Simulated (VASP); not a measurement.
Input of a VASP 6.6.1 run:

The input INCAR:

```
SYSTEM = GeS
PREC = Accurate ; ENCUT = 500
EDIFF = 1E-6 ; ISMEAR = 0
SIGMA = 0.01 ; LREAL = .False.
LASPH = .True. ; NELM = 120
ALGO = Normal ; ISIF = 2
LWAVE = .False. ; LCHARG = .False.
GGA = PS ; NBANDS = 50
GGA_COMPAT = .False.
```

KPOINTS

```
regular mesh
0
Gamma
  4 10 8
  0 0 0
```

Contents of POSCAR:

```
GeS
1.0
   10.2940393138      0.0000000000      0.0000000000
    0.0000000000      3.6626881504      0.0000000000
    0.0000000000      0.0000000000      4.1530888684
Ge S
4 4
Direct
    0.1192548538      0.2500000000      0.1203692420
    0.3807451462      0.7500000000      0.6203692420
    0.6192548538      0.2500000000      0.3796307580
    0.8807451462      0.7500000000      0.8796307580
    0.8522568833      0.2500000000      0.4949340488
    0.6477431167      0.7500000000     -0.0050659512
    0.3522568833      0.2500000000      1.0050659512
    0.1477431167      0.7500000000      0.5050659512
```

Potentials or basis: VASP PAW PBE potentials, release 64 (Ge_d, S).

Command:

```sh
$ cat potpaw_PBE.64/Ge_d/POTCAR potpaw_PBE.64/S/POTCAR > POTCAR
$ mpirun -np 1 vasp_std > vasp.out
```

**Question.** What does it give for the band gap on the k mesh?

**Answer.** 0.92 eV (least direct gap 1.06 eV).

**Question.** What does it give for the largest force?

**Answer.** 0.006 eV/Å.

**Question.** What does it give for the pressure?

**Answer.** -0.1 GPa.

Forces in eV/Å, atoms in the order of the input:
```
Ge   0.000  0.000 -0.006
Ge   0.000  0.000 -0.006
Ge   0.000  0.000  0.006
Ge   0.000  0.000  0.006
S    0.001  0.000 -0.002
S   -0.001  0.000 -0.002
S    0.001  0.000  0.002
S   -0.001  0.000  0.002
```

Caveat: the PAW data sets were made with another functional, which shifts forces and pressure a little. A k mesh can miss the band edges.
